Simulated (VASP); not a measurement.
Here is a VASP 6.6.1 calculation.

POSCAR

```
ZnO
1.0
   -0.0354205886      2.0983498077      2.0983498077
    2.0983498077     -0.0354205886      2.0983498077
    2.0983498077      2.0983498077     -0.0354205886
Zn O
1 1
Direct
    0.0000000000      0.0000000000      0.0000000000
    0.5000000000      0.5000000000      0.5000000000
```

File INCAR.step1:

```
PREC = Accurate
ENCUT = 910
ISMEAR = 0
SIGMA = 0.01
LREAL = False
LASPH = True
NELM = 120
NBANDS = 16
GGA = PE
ALGO = Normal
EDIFF = 1E-5
LWAVE = True
LCHARG = False
GGA_COMPAT = False
```

The input INCAR.step2:

```
PREC = Accurate
ENCUT = 910
EDIFF = 1E-6
ISMEAR = 0
SIGMA = 0.01
LREAL = False
LASPH = True
NELM = 120
ALGO = Normal
ISIF = 2
LWAVE = False
LCHARG = False
METAGGA = R2SCAN
LMIXTAU = True
NBANDS = 16
ISTART = 1
GGA_COMPAT = False
```

The input KPOINTS:

```
regular mesh
0
Gamma
  10 10 10
```

Potentials or basis: VASP PAW PBE potentials, release 64 (Zn, O_h).

Run with:

```console
$ cat potpaw_PBE.64/Zn/POTCAR potpaw_PBE.64/O_h/POTCAR > POTCAR
$ cp INCAR.step1 INCAR
$ mpirun -np 1 vasp_std > vasp.out
$ cp INCAR.step2 INCAR
$ mpirun -np 1 vasp_std > vasp.out
```

Q: Estimate the pressure.

A: 6.3 GPa.

Q: Predict the band gap on the k mesh.

A: 1.66 eV (least direct gap 3.08 eV).

Stress tensor (GPa, compression positive):
```
6.33 1.57 1.57
1.57 6.33 1.57
1.57 1.57 6.33
```

Caveat: the cell differs from its parent crystal (strain along [111] -2.5%); the cutoff is under 1.25 times the usual one of these potentials, so pressure, stress and relaxed cells hold a basis-set (Pulay) error; the cell stands under pressure; the PAW data sets were made with another functional, which shifts forces and pressure a little. A k mesh can miss the band edges.
